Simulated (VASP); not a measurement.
## BeTe: single point with PBE

The system is BeTe.

```
CELL_PARAMETERS angstrom
0.00000 2.77000 2.77000
2.77000 0.00000 2.77000
2.77000 2.77000 0.00000
ATOMIC_POSITIONS crystal
Te 0.75000 0.75000 0.75000
Be 0.00000 0.00000 0.00000
```

```
Program                : VASP 6.6.1
Task                   : single point
Functional             : PBE
Potentials or basis    : VASP PAW PBE potentials, release 64 (Te, Be)
Cutoff                 : 520 eV
k mesh                 : 8 × 8 × 8
Occupations            : gaussian, width 0.021 eV
Spin                   : no spin polarisation
Dipole correction      : no
Further INCAR settings : ALGO = Normal; EDIFF = 1e-07; NBANDS = 11
```

```
Pressure               : 4.5 GPa
Band gap on the k mesh : 1.85 eV, indirect (least direct gap 3.56 eV)
```

Levels at points of the mesh, in eV from the valence-band top:
```csv
k point,band 1,band 2,band 3,band 4,band 5,band 6,band 7,band 8
"(0.00, 0.00, 0.00)",-12.63,0.00,0.00,0.00,3.56,3.56,3.56,4.19
"(0.50, 0.00, 0.00)",-11.16,-5.87,-1.22,-1.22,3.21,4.56,4.56,7.79
"(0.50, 0.50, 0.00)",-10.62,-5.39,-2.84,-2.84,1.85,2.59,10.02,10.02
```

Wall time 29 s on 1 thread of AMD EPYC 7R13 (shared host), peak memory 0.14 GiB.

Caveat: spin-orbit coupling is left out, which moves the levels of the heavy elements. A hybrid or GW would open this gap; PBE tends to underestimate it.
